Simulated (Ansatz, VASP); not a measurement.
# In7O in VASP and in Ansatz

```
In O
1.0
     3.34686    0.00314   -0.00139
     1.66823    2.90490   -0.00798
     0.01705    0.11225   20.30036
In O
7 1
Direct
  0.66798 0.67062 0.92441
  0.33575 0.33209 0.07590
  0.33255 0.33882 0.36256
  0.99946 0.99944 0.49972
  0.66569 0.66021 0.63695
  0.33369 0.31810 0.77864
  0.66408 0.68038 0.22072
  0.00079 0.00034 0.00110
```

Change from the starting cell: the structure that the rattled cell fell into.

Alike in both runs: functional PBE; k mesh 12 × 12 × 2; occupations gaussian, width 0.1 eV; no spin polarisation.

Ansatz relaxed the structure, and its values are those at the end. VASP's run is a single point on that final structure, the one shown.

|  | VASP | Ansatz |
| --- | --- | --- |
| version | VASP 6.6.1 | Ansatz 0.2.0 |
| potentials or method | VASP PAW PBE potentials, release 64 (In_d, O), cutoff 600 eV | scalar-relativistic, plane waves, PAW |
| valence electrons in the cell | 97 | 97 |

Ansatz gave:

- gap on the k mesh at the Fermi level (eV): none
- pressure (GPa): 0.0
- rms of the force components (eV/Å): 0.002

Question: What did VASP give for the same quantities?

Answer: gap on the k mesh at the Fermi level (eV): none; pressure (GPa): -0.1; rms of the force components (eV/Å): 0.004.

A gap of «none» marks a metal or a gap that the smearing closes.
